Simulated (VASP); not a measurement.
Wanted: the native input for a VASP 6.6.1 run.

* Task: single point
* Functional: PBE
* Potentials or basis: VASP PAW PBE potentials, release 64 (Tl_d)
* Cutoff: 520 eV
* k mesh: 7 × 7 × 4
* Occupations: fermi-dirac, width 0.05 eV
* Spin: no spin polarisation
* Dipole correction: no
* Further INCAR settings: ALGO = Fast; EDIFF = 1e-06; NBANDS = 20

The structure of Tl lies in POSCAR:

```
Tl
1.0
    3.5251200000      0.0000000000      0.0000000000
   -1.7625600000      3.0528434714      0.0000000000
    0.0000000000      0.0000000000      5.5250000000
Tl
2
Direct
    0.6666666667      0.3333333333      0.7500000000
    0.3333333333      0.6666666667      0.2500000000
```

These files were run (other wordings do the same):

INCAR

```
SYSTEM = Tl
  ALGO = Fast
  EDIFF = 1E-6
  ENCUT = 520
  GGA = PE
  ISIF = 2
  ISMEAR = -1
  LASPH = .TRUE.
  LCHARG = .FALSE.
  LREAL = .FALSE.
  LWAVE = .FALSE.
  NBANDS = 20
  NELM = 60
  PREC = Accurate
  SIGMA = 0.05
```

KPOINTS

```
k-points
0
G
  7 7 4
  0 0 0
```

Potentials or basis: VASP PAW PBE potentials, release 64 (Tl_d).

The run is started by

```console
$ cat potpaw_PBE.64/Tl_d/POTCAR > POTCAR
$ mpirun -np 1 vasp_std > vasp.out
```

Results of the run:

```yaml
Pressure: 1.8 GPa
Band_gap_on_the_k_mesh: zero (band 13 reaches 9.72 eV, above the bottom of band 14 at 4.35 eV)
```

Caveat: spin-orbit coupling is left out, which moves the levels of the heavy elements.

Run time: 44 s on 1 thread of Intel(R) Xeon(R) Platinum 8488C (Sapphire Rapids), with other jobs on the host, peak memory 0.18 GiB.
